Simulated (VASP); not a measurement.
Input of a VASP 6.6.1 run:

The input INCAR:

```
SYSTEM = Zr
ALGO = Fast
EDIFF = 1E-6
ENCUT = 520
GGA = PE
ISIF = 2
ISMEAR = 0
LASPH = .TRUE.
LCHARG = .FALSE.
LREAL = .FALSE.
LWAVE = .FALSE.
NBANDS = 19
NELM = 80
PREC = Accurate
SIGMA = 0.023
```

KPOINTS

```
k-points
0
G
  9 9 5
  0 0 0
```

File POSCAR:

```
Zr
1.0
    3.2320000000      0.0000000000      0.0000000000
   -1.6160000000      2.7989941050      0.0000000000
    0.0000000000      0.0000000000      5.1470000000
Zr
2
Direct
    0.6666666667      0.3333333333      0.7500000000
    0.3333333333      0.6666666667      0.2500000000
```

Potentials or basis: VASP PAW PBE potentials, release 64 (Zr_sv).

The run is started by

```bash
$ cat potpaw_PBE.64/Zr_sv/POTCAR > POTCAR
$ mpirun -np 1 vasp_std > vasp.out
```

Task: What does it give for the band gap on the k mesh?

Result: Zero (band 12 reaches 9.85 eV, above the bottom of band 13 at 8.74 eV).

Task: Estimate the pressure.

Result: 0.6 GPa.

Stress tensor (GPa, compression positive):
```
0.23 0.00 0.00
0.00 0.23 0.00
0.00 0.00 1.32
```
